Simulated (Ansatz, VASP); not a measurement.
One calculation of BaTiO3, two programs

INCAR

```
ALGO = Normal ; EDIFF = 1E-6
ENCUT = 910 ; GGA = PE
GGA_COMPAT = False ; ISIF = 2
ISMEAR = 0 ; LASPH = True
LCHARG = False ; LDAU = True
LDAUJ = 0 0 0 ; LDAUL = -1 2 -1
LDAUPRINT = 1 ; LDAUTYPE = 2
LDAUU = 0 4 0 ; LMAXMIX = 4
LREAL = False ; LWAVE = False
NBANDS = 28 ; NELM = 200
PREC = Accurate ; SIGMA = 0.05
```

File KPOINTS:

```
k-points
0
Gamma
  6 6 6
```

File POSCAR:

```
BaTiO3
1.0
    4.1084248982      0.0000000000      0.0000000000
    0.0000000000      2.9451135203      3.0302143625
    0.0000000000     -2.9451135203      3.0302143625
Ba Ti O
1 1 3
Direct
    0.0000000000      0.0080771898      0.0080771898
    0.5000000000      0.5197092923      0.5197092923
    0.0000000000      0.4916268263      0.4916268263
    0.5000000000      0.4938075436      0.9829991481
    0.5000000000      0.9829991481      0.4938075436
```

Input for Ansatz:

```yaml
crystal:
  lattice:
    - [4.1084248982, 0.0, 0.0]
    - [0.0, 2.9451135203, 3.0302143625]
    - [0.0, -2.9451135203, 3.0302143625]
  atoms:
    - { symbol: Ba, position: [0.0, 0.0080771898, 0.0080771898] }
    - { symbol: Ti, position: [0.5, 0.5197092923, 0.5197092923] }
    - { symbol: O, position: [0.0, 0.4916268263, 0.4916268263] }
    - { symbol: O, position: [0.5, 0.4938075436, 0.9829991481] }
    - { symbol: O, position: [0.5, 0.9829991481, 0.4938075436] }
basis:
  ecutwfc: 420
kpoints:
  mp_grid: { grid: [6, 6, 6] }
hamiltonian:
  xc: pbe
  hubbard: { sites: [{ species: Ti, l: d, u_eff: 4.0 }] }
scf:
  occupations: { method: gaussian, width: 0.05 }
output:
  forces: true
  stress: true
  eigenvalues: true
```

Change from the starting cell: strain +0.025 along x and y, +0.050 along z, atoms carried along.

Alike in both runs: task single point; functional PBE; k mesh 6 × 6 × 6; occupations gaussian, width 0.05 eV; no spin polarisation; Hubbard terms Ti d U = 4.0 eV.

```csv
,VASP,Ansatz
version,VASP 6.6.1,Ansatz 0.2.0
potentials or method,"VASP PAW PBE potentials, release 64 (Ba_sv, Ti_sv, O_h), cutoff 910 eV","scalar-relativistic, plane waves, PAW"
valence electrons in the cell,40,40
```

VASP gave:

```
gap on the k mesh at the Fermi level (eV) : 2.21
least direct gap on the mesh (eV)         : 2.65
rms of the force components (eV/Å)        : 0.182
```

Question: What did Ansatz give for the same quantities?

Answer: gap on the k mesh at the Fermi level (eV): 2.20; least direct gap on the mesh (eV): 2.65; rms of the force components (eV/Å): 0.359.

The programs project onto different local orbitals, so the same U acts differently, and such runs can settle in different states. Atom by atom the forces differ by 0.177 eV/Å (rms over components).

Spin-orbit coupling is off throughout. Noted on VASP's run: the cutoff is short for stress, so the pressure is rough.
